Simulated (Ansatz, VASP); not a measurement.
**Sn: VASP beside Ansatz**

File INCAR:

```
PREC = Accurate
ENCUT = 600
EDIFF = 1E-7
ISMEAR = -1
SIGMA = 0.05
LREAL = F
LASPH = T
NELM = 60
ALGO = Normal
ISIF = 3
LWAVE = F
LCHARG = F
GGA = PE
IBRION = 2
NSW = 45
EDIFFG = -0.005
```

File KPOINTS:

```
Automatic mesh
0
Gamma
  14 14 8
```

Contents of POSCAR:

```
Sn
1.0
    3.3543233607      0.0000000000      0.0000000000
   -1.6771616804      2.9049292428      0.0000000000
    0.0000000000      0.0000000000      5.6981373241
Sn
2
Direct
    0.3333333333      0.6666666667      0.2500000000
    0.6666666667      0.3333333333      0.7500000000
```

Input for Ansatz:

```yaml
crystal:
  lattice:
    - [3.3543233607, 0.0, 0.0]
    - [-1.6771616804, 2.9049292428, 0.0]
    - [0.0, 0.0, 5.6981373241]
  atoms:
    - { symbol: Sn, position: [0.3333333333, 0.6666666667, 0.25] }
    - { symbol: Sn, position: [0.6666666667, 0.3333333333, 0.75] }
kpoints:
  mp_grid: { grid: [14, 14, 8] }
scf:
  occupations: { method: fermi_dirac, width: 0.05 }
hamiltonian:
  xc: pbe
  pseudopotentials: { kind: all_electron, lapw: { basis_error: 0.0005 } }
output:
  forces: true
  stress: true
  eigenvalues: true
  populations: true
relax:
  f_tol: 0.005
  max_steps: 25
  cell: {}
```

Alike in both runs: task relaxation of cell and atoms; functional PBE; k mesh 14 × 14 × 8; occupations fermi-dirac, width 0.05 eV; no spin polarisation.

|  | VASP | Ansatz |
| --- | --- | --- |
| version | VASP 6.6.1 | Ansatz 0.2.0 |
| potentials or method | VASP PAW PBE potentials, release 64 (Sn_d), cutoff 600 eV | all-electron LAPW, scalar-relativistic |

|  | VASP | Ansatz | Ansatz less VASP |
| --- | --- | --- | --- |
| relaxed volume (Å³/atom) | 27.76 | 27.76 | 0.000 |
| relaxed cell length with the largest relative difference (Å) | 3.354 | 3.354 | 0.0000 |

Ansatz ran all-electron here, and VASP with PAW potentials.

Noted on VASP's run: the relaxation stopped at its first step, so nothing moved.
